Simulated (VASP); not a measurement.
Set up this calculation in VASP 6.6.1, as the native input.

```
Task                   : relaxation of cell and atoms
Functional             : PBE
Potentials or basis    : VASP PAW PBE potentials, release 64 (Si, Ge_d, W_sv)
Cutoff                 : 600 eV
k mesh                 : 8 × 8 × 8
Occupations            : gaussian, width 0.1 eV
Spin                   : no spin polarisation
Dipole correction      : no
Further INCAR settings : ALGO = Fast; EDIFF = 1e-06; IBRION = 2; EDIFFG = -0.01; NSW = 100; ISIF = 3
```

The structure of SiGeW3 lies in POSCAR:

```
SiGeW3
1.0
    4.4987047444      0.0000000000      0.0000000000
    0.0000000000      4.4987047444      0.0000000000
    0.0000000000      0.0000000000      4.4987047444
Si Ge W
1 1 3
Direct
    0.5000000000      0.5000000000      0.5000000000
    0.0000000000      0.0000000000      0.0000000000
    0.0000000000      0.5000000000      0.5000000000
    0.5000000000      0.0000000000      0.5000000000
    0.5000000000      0.5000000000      0.0000000000
```

These files were run (other wordings do the same):

INCAR

```
SYSTEM = SiGeW3
ALGO     = Fast           ! electronic algorithm
EDIFF    = 1E-6           ! SCF threshold, eV
EDIFFG   = -0.01          ! ionic threshold
ENCUT    = 600            ! plane-wave cutoff, eV
GGA      = PE             ! functional
IBRION   = 2              ! ionic algorithm
ISIF     = 3              ! what is computed and relaxed
ISMEAR   = 0              ! smearing method
LASPH    = .True.         ! aspherical terms in the spheres
LCHARG   = .False.        ! write CHGCAR
LREAL    = .False.        ! projectors in reciprocal space
LWAVE    = .False.        ! write WAVECAR
NELM     = 80             ! most SCF steps
NSW      = 100            ! ionic steps
PREC     = Accurate       ! precision mode
SIGMA    = 0.1            ! smearing width, eV
```

KPOINTS

```
k-points
0
Gamma
  8 8 8
  0 0 0
```

Potentials or basis: VASP PAW PBE potentials, release 64 (Si, Ge_d, W_sv).

The run is started by

```console
$ cat potpaw_PBE.64/Si/POTCAR potpaw_PBE.64/Ge_d/POTCAR potpaw_PBE.64/W_sv/POTCAR > POTCAR
$ mpirun -np 1 vasp_std > vasp.out
```

Results of the run:

```json
{
 "Relaxed volume": "18.26 Å³/atom",
 "Relaxed cell": "a = 4.503 Å, b = 4.503 Å, c = 4.503 Å, α = 90.00°, β = 90.00°, γ = 90.00°",
 "Space group after relaxing (to 0.05 Å)": "Pm-3m (No. 221)",
 "Energy gained by relaxing": "0.1 meV/atom",
 "Ionic steps": "3",
 "Pressure after relaxing": "0.0 GPa",
 "Band gap on the k mesh": "zero (band 30 reaches 8.58 eV, above the bottom of band 31 at 7.29 eV)"
}
```

Caveat: spin-orbit coupling is left out, which moves the levels of the heavy elements.

Run time: 6.5 min on 1 thread of Intel(R) Xeon(R) Platinum 8259CL CPU @ 2.50GHz (Skylake/Cascade Lake), with other jobs on the host, peak memory 0.3 GiB.
